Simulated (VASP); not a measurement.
Here is a VASP 6.6.1 calculation.

File INCAR:

```
SYSTEM = W
PREC = Accurate
ENCUT = 520
EDIFF = 1E-8
ISMEAR = -1
SIGMA = 0.05
LREAL = .False.
LASPH = .True.
NELM = 80
ALGO = Normal
ISIF = 2
LWAVE = .False.
LCHARG = .False.
GGA = PE
LEFG = .True.
NBANDS = 13
```

File KPOINTS:

```
regular mesh
0
Gamma
  14 14 14
  0 0 0
```

File POSCAR:

```
W
1.0
    0.0152250000      2.0300000000      2.0300000000
    2.0300000000      0.0152250000      2.0300000000
    2.0452250000      2.0452250000      0.0000000000
W
1
Direct
    0.0000000000      0.0000000000      0.0000000000
```

Potentials or basis: VASP PAW PBE potentials, release 64 (W_sv).

The run is started by

```bash
$ cat potpaw_PBE.64/W_sv/POTCAR > POTCAR
$ mpirun -np 1 vasp_std > vasp.out
```

**Question.** Estimate the band gap on the k mesh.

**Answer.** Zero (band 7 reaches 13.17 eV, above the bottom of band 8 at 9.69 eV).

**Question.** Predict the pressure.

**Answer.** -4.2 GPa.

Electric field gradients, principal values (V/Å²):
```tsv
atom	least	middle	greatest (by size)
1 W	-0.491	-4.443	4.934
```

Caveat: the cell differs from its parent crystal (xy shear strain of +1.5 %); without QUAD_EFG the Cq values of the log hold for a quadrupole moment of 1 mb, not for the nuclei; spin-orbit coupling is left out, which moves the levels of the heavy elements.
